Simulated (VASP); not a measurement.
# Zr3AlN4 (I4/mmm) in VASP: relaxation of cell and atoms with PBE

Aim: the relaxation of cell and atoms of Zr3AlN4 with PBE.

All numbers are computed with VASP 6.6.1; they aren't measurements. Logs are shortened: lines on timing, memory, paths and dates and some standing lists are left out, and cuts for length are marked.

### 1 The cell of the first run

The structure is tetragonal, space group I4/mmm (No. 139). Conventional cell: a = 4.529 Å, b = 4.529 Å, c = 8.953 Å, α = 90.00°, β = 90.00°, γ = 90.00°. Zr (site symmetry -4m2) has 6 N at 2.24 to 2.28 Å within 3.0 Å. Within 3.0 Å of Zr (site symmetry 4/mmm) lie 6 N at 2.26 to 2.46 Å. Within 2.7 Å of Al (site symmetry 4/mmm) lie 6 N at 2.02 to 2.26 Å. Within 3.4 Å of N (site symmetry mmm) lie 4 Zr at 2.24 to 2.26 Å and 2 Al at 2.26 Å and 12 N at 3.03 to 3.34 Å. Within 2.7 Å of N (site symmetry 4mm) lie 1 Al at 2.02 Å and 5 Zr at 2.28 to 2.46 Å.

### 2 Relaxation of cell and atoms, PBE

Contents of INCAR:

```
  ALGO = Fast
  EDIFF = 1E-6
  EDIFFG = -0.01
  ENCUT = 600
  GGA = PE
  IBRION = 2
  ISIF = 3
  ISMEAR = 0
  LASPH = True
  LCHARG = False
  LREAL = False
  LWAVE = False
  NELM = 80
  NSW = 100
  PREC = Accurate
  SIGMA = 0.1
```

Contents of KPOINTS:

```
k-points
0
Gamma
  12 12 12
```

Contents of POSCAR:

```
Zr3AlN4
1.0
   -2.2644209019      2.2644209019      4.4766909694
    2.2644209019     -2.2644209019      4.4766909694
    2.2644209019      2.2644209019     -4.4766909694
Zr Al N
3 1 4
Direct
    0.2500000000      0.7500000000      0.5000000000
    0.7500000000      0.2500000000      0.5000000000
    0.0000000000      0.0000000000      0.0000000000
    0.5000000000      0.5000000000      0.0000000000
    0.5000000000      0.0000000000      0.5000000000
    0.0000000000      0.5000000000      0.5000000000
    0.2747099207      0.2747099207      0.0000000000
    0.7252900793      0.7252900793      0.0000000000
```

Potentials or basis: VASP PAW PBE potentials, release 64 (Zr_sv, Al, N).

Started as:

```sh
> cat potpaw_PBE.64/Zr_sv/POTCAR potpaw_PBE.64/Al/POTCAR potpaw_PBE.64/N/POTCAR > POTCAR
> mpirun -np 1 vasp_std > vasp.out
```

OUTCAR:

```text
EDIFF = 1E-6
   EDIFFG = -0.01
   ENCUT = 600
   GGA = PE
   IBRION = 2
   ISIF = 3
   ISMEAR = 0
   LASPH = True
   LREAL = False
   NELM = 80
   NSW = 100
   PREC = Accurate

 ion  position               nearest neighbor table
   1  0.250  0.750  0.500-   5 2.24   6 2.24   7 2.28   8 2.28   7 2.28   8 2.28   3 3.18   4 3.18
                             4 3.18   3 3.18   3 3.18   3 3.18   4 3.18   4 3.18   2 3.20   2 3.20
   2  0.750  0.250  0.500-   5 2.24   6 2.24   7 2.28   8 2.28   7 2.28   8 2.28   3 3.18   4 3.18
                             4 3.18   3 3.18   3 3.18   4 3.18   4 3.18   3 3.18   1 3.20   1 3.20
   3  0.000  0.000  0.000-   5 2.26   6 2.26   6 2.26   5 2.26   7 2.46   8 2.46   1 3.18   2 3.18
                             1 3.18   2 3.18   2 3.18   2 3.18   1 3.18   1 3.18   4 3.20   4 3.20
   4  0.500  0.500  0.000-   7 2.02   8 2.02   5 2.26   6 2.26   5 2.26   6 2.26   1 3.18   2 3.18
                             1 3.18   2 3.18   1 3.18   1 3.18   2 3.18   2 3.18   3 3.20   3 3.20
   5  0.500  0.000  0.500-   1 2.24   2 2.24   3 2.26   4 2.26   4 2.26   3 2.26
   6  0.000  0.500  0.500-   1 2.24   2 2.24   3 2.26   4 2.26   3 2.26   4 2.26
   7  0.275  0.275  0.000-   4 2.02   2 2.28   1 2.28   1 2.28   2 2.28   3 2.46
   8  0.725  0.725  0.000-   4 2.02   2 2.28   1 2.28   1 2.28   2 2.28   3 2.46

  LATTYP: Found a body centered tetragonal cell.
 ALAT       =     4.5288418038
 C/A-ratio  =     1.9769694608

  Lattice vectors:

 A1 = (  -2.2644209019,   2.2644209019,   4.4766909694)
 A2 = (   2.2644209019,  -2.2644209019,   4.4766909694)
 A3 = (   2.2644209019,   2.2644209019,  -4.4766909694)

Analysis of symmetry for initial positions (statically):
=====================================================================
 Subroutine PRICEL returns:
 Original cell was already a primitive cell.

 Routine SETGRP: Setting up the symmetry group for a
 body centered tetragonal supercell.

 Subroutine GETGRP returns: Found 16 space group operations
 (whereof 16 operations were pure point group operations)
 out of a pool of 16 trial point group operations.

The static configuration has the point symmetry D_4h.

Analysis of symmetry for dynamics (positions and initial velocities):
=====================================================================
 Subroutine PRICEL returns:
 Original cell was already a primitive cell.

 Routine SETGRP: Setting up the symmetry group for a
 body centered tetragonal supercell.

 Subroutine GETGRP returns: Found 16 space group operations
 (whereof 16 operations were pure point group operations)
 out of a pool of 16 trial point group operations.

The dynamic configuration has the point symmetry D_4h.

[... 124 lines left out ...]
   EFERMI =   0.00;   METHOD = LEGACY
   ISMEAR =     0;   SIGMA  =   0.10  broadening in eV -4-tet -1-fermi 0-gaus
   EFERMI_NEDOS =   21; number of points for ismear=-14 and -15
   IALGO  =     68    algorithm
   IMIX   =      4    mixing-type and parameters
     AMIX     =   0.40;   BMIX     =  1.00
     AMIX_MAG =   1.60;   BMIX_MAG =  1.00
  volume/ion in A,a.u.               =      11.48        77.45
  Fermi-wavevector in a.u.,A,eV,Ry     =   1.412695  2.669606 27.153239  1.995707
  Thomas-Fermi vector in A             =   2.534417
   LORBIT       =      0    0 simple, 1 ext, 2 COOP (PROOUT), +10 PAW based schemes
   GGA     = PE    functional components
   LHFCALC =     F    Hartree Fock is set to
   AEXX    =    0.0000 exact exchange contribution
   IVDW    =     0    specifies the selected vdW correction
   LEPSILON=     F    determine dielectric tensor
   LRPA    =     F    only Hartree local field effects (RPA)
 conjugate gradient relaxation of ions
 non-spin polarized calculation
 RMM-DIIS sequential band-by-band and
 Gauss-broadening in eV      SIGMA  =   0.10
  energy-cutoff  :      600.00
  volume of cell :       91.82
 maximum number of plane-waves:      3086
 NGX is ok and might be reduce to    48
   NGX = 21   NGY = 21   NGZ = 21

--------------------------------------- Ionic step        1  -------------------------------------------

 number of electron      59.0000001 magnetization

 Free energy of the ion-electron system (eV)
  ---------------------------------------------------
  ext. energy  EPLUGINS =         0.00000000
  ---------------------------------------------------
  free energy    TOTEN  =       -74.40871139 eV

  energy without entropy =      -74.40101043  energy(sigma->0) =      -74.40486091

------------------------ aborting loop because EDIFF is reached ----------------------------------------

  FORCE on cell =-STRESS in cart. coord.  units (eV):
  Direction    XX          YY          ZZ          XY          YZ          ZX
  --------------------------------------------------------------------------------------
  -------------------------------------------------------------------------------------
  Total       -0.2208677     -0.2208677     -0.1889779      0.0000000      0.0000000     -0.0000000
  in kB       -3.8539963     -3.8539963     -3.2975409      0.0000000      0.0000000     -0.0000000
  external PRESSURE =      -3.6685112 kB  Pullay stress =       0.0000000 kB
[... 113 lines left out ...]
--------------------------------------- Ionic step        4  -------------------------------------------

 number of electron      59.0000001 magnetization

 Free energy of the ion-electron system (eV)
  ---------------------------------------------------
  ext. energy  EPLUGINS =         0.00000000
  ---------------------------------------------------
  free energy    TOTEN  =       -74.40923155 eV

  energy without entropy =      -74.40139348  energy(sigma->0) =      -74.40531252

 E-fermi :  11.5044     XC(G=0): -12.2982

 val. band max:       11.5011832315   @ k =   0.5000   0.5000   0.4167
 cond. band min:      11.5255210399   @ k =   0.1667   0.1667   0.0833
 fundamental gap:      0.0243378084
 Fermi energy:        11.5044374928

 k-point     1 :       0.0000    0.0000    0.0000
  band No.  band energies     occupation
      1     -37.8560      2.00000
      2     -37.6939      2.00000
      3     -37.6673      2.00000
      4     -16.3074      2.00000
      5     -16.1806      2.00000
      6     -16.1806      2.00000
[... 901 lines left out ...]
     34      13.9908      0.00000
     35      14.2750      0.00000

 [... further k-points ...]

------------------------ aborting loop because EDIFF is reached ----------------------------------------

  FORCE on cell =-STRESS in cart. coord.  units (eV):
  Direction    XX          YY          ZZ          XY          YZ          ZX
  --------------------------------------------------------------------------------------
  -------------------------------------------------------------------------------------
  Total        0.0270620      0.0270620      0.0070406      0.0000000      0.0000000     -0.0000000
  in kB        0.4730187      0.4730187      0.1230630      0.0000000      0.0000000     -0.0000000
  external PRESSURE =       0.3563668 kB  Pullay stress =       0.0000000 kB
[... 23 lines left out ...]
  FREE ENERGIE OF THE ION-ELECTRON SYSTEM (eV)
  ---------------------------------------------------
  free  energy   TOTEN  =       -74.4092315518 eV

  energy  without entropy=      -74.4013934816  energy(sigma->0) =      -74.40531252

 reached required accuracy - stopping structural energy minimisation
```

CONTCAR:

```text
Zr3AlN4
   1.00000000000000
    -2.2629563640230397    2.2629563640230397    4.4748600440357604
     2.2629563640230397   -2.2629563640230397    4.4748600440357604
     2.2629563640230397    2.2629563640230397   -4.4748600440357604
  Zr              Al              N
     3     1     4
Direct
     0.2500000000000000    0.7500000000000000    0.5000000000000000
     0.7500000000000000    0.2500000000000000    0.5000000000000000
     0.0000000000000000    0.0000000000000000    1.0000000000000000
     0.5000000000000000    0.5000000000000000    1.0000000000000000
     0.5000000000000000    0.0000000000000000    0.5000000000000000
     0.0000000000000000    0.5000000000000000    0.5000000000000000
     0.2741947864866908    0.2741947864866908    0.0000000000000000
     0.7258052135133093    0.7258052135133093    0.0000000000000000

  0.00000000E+00  0.00000000E+00  0.00000000E+00
  0.00000000E+00  0.00000000E+00  0.00000000E+00
  0.00000000E+00  0.00000000E+00  0.00000000E+00
  0.00000000E+00  0.00000000E+00  0.00000000E+00
  0.00000000E+00  0.00000000E+00  0.00000000E+00
  0.00000000E+00  0.00000000E+00  0.00000000E+00
  0.00000000E+00  0.00000000E+00  0.00000000E+00
  0.00000000E+00  0.00000000E+00  0.00000000E+00
```

It took 1.6 h on 1 thread of Oxide Virtual Turin-like, shared host; peak memory 0.69 GiB.

What came out:

| Quantity | Value |
| --- | --- |
| Free energy | -74.4092 eV |
| Relaxed volume | 11.46 Å³/atom |
| Relaxed cell | a = 5.501 Å, b = 5.501 Å, c = 5.501 Å, α = 131.42°, β = 131.42°, γ = 71.14° |
| Space group after relaxing (to 0.1 Å) | I4/mmm (No. 139) |
| Energy gained by relaxing | 0.1 meV/atom |
| Ionic steps | 4 |
| Pressure after relaxing | 0.0 GPa |
| Largest force after relaxing | 0.009 eV/Å |
| Band gap on the k mesh | zero (an odd number of electrons rules out a gap without spin polarisation) |

Forces in eV/Å, atoms in the order of the input:
```
Zr   0.000  0.000  0.000
Zr   0.000  0.000  0.000
Zr   0.000  0.000  0.000
Al   0.000  0.000  0.000
N    0.000  0.000  0.000
N    0.000  0.000  0.000
N    0.000  0.000 -0.009
N    0.000  0.000  0.009
```

The path:
| step | energy change (eV) | largest force (eV/Å) | pressure (GPa) | volume (Å³) |
| --- | --- | --- | --- | --- |
| 1 | 0.0000 | 0.0677 | -0.37 | 91.82 |
| 2 | -0.0001 | 0.0265 | 0.55 | 91.47 |
| 3 | -0.0004 | 0.0450 | 0.14 | 91.62 |
| 4 | -0.0005 | 0.0087 | 0.04 | 91.66 |

Final structure:
```
Zr Al N
1.0
    -2.26296    2.26296    4.47486
     2.26296   -2.26296    4.47486
     2.26296    2.26296   -4.47486
Zr Al N
3 1 4
Direct
  0.25000 0.75000 0.50000
  0.75000 0.25000 0.50000
  0.00000 0.00000 0.00000
  0.50000 0.50000 0.00000
  0.50000 0.00000 0.50000
  0.00000 0.50000 0.50000
  0.27419 0.27419 0.00000
  0.72581 0.72581 0.00000
```
